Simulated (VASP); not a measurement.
Wanted: the native input for a VASP 6.6.1 run.

```yaml
Task: relaxation of cell and atoms
Functional: PBE
Potentials_or_basis: VASP PAW PBE potentials, release 64 (Ag, Bi_d)
Cutoff: 600 eV
k_mesh: 4 × 4 × 4
Occupations: gaussian, width 0.1 eV
Spin: no spin polarisation
Dipole_correction: no
Further_INCAR_settings: ALGO = Normal; EDIFF = 1e-07; IBRION = 2; EDIFFG = -0.04; NSW = 90; ISIF = 3
```

The structure of AgBi2 lies in POSCAR:

```
AgBi2
1.0
    0.0000000000      4.3406084788      4.3406084788
    4.3406084788      0.0000000000      4.3406084788
    4.3406084788      4.3406084788      0.0000000000
Ag Bi
2 4
Direct
    0.0000000000      0.0000000000      0.0000000000
    0.2500000000      0.2500000000      0.2500000000
    0.6250000000      0.6250000000      0.6250000000
    0.1250000000      0.6250000000      0.6250000000
    0.6250000000      0.6250000000      0.1250000000
    0.6250000000      0.1250000000      0.6250000000
```

One way to write it, as run:

INCAR

```
PREC = Accurate
ENCUT = 600
EDIFF = 1E-7
ISMEAR = 0
SIGMA = 0.1
LREAL = F
LASPH = T
NELM = 100
ALGO = Normal
ISIF = 3
LWAVE = F
LCHARG = F
GGA = PE
IBRION = 2
NSW = 90
EDIFFG = -0.04
```

KPOINTS

```
Automatic mesh
0
Gamma
  4 4 4
```

Potentials or basis: VASP PAW PBE potentials, release 64 (Ag, Bi_d).

The run is started by

```bash
$ cat potpaw_PBE.64/Ag/POTCAR potpaw_PBE.64/Bi_d/POTCAR > POTCAR
$ mpirun -np 1 vasp_std > vasp.out
```

It gave:

```yaml
Relaxed_volume: 32.26 Å³/atom
Relaxed_cell: a = 6.493 Å, b = 6.493 Å, c = 6.493 Å, α = 60.00°, β = 60.00°, γ = 60.00°
Space_group_after_relaxing_to_0.1_Å: Fd-3m (No. 227)
Energy_gained_by_relaxing: 136.4 meV/atom
Ionic_steps: 3
Pressure_after_relaxing: 0.1 GPa
Band_gap_on_the_k_mesh: zero (bands 41 and 42 overlap by 0.24 eV)
```

Caveat: the volume moved by over 15 % at a fixed basis, so the end points are rough; spin-orbit coupling is left out, which moves the levels of the heavy elements.

Wall time 2.7 min on 1 thread of Intel(R) Xeon(R) 6975P-C (Granite Rapids), with other jobs on the host, peak memory 0.38 GiB.
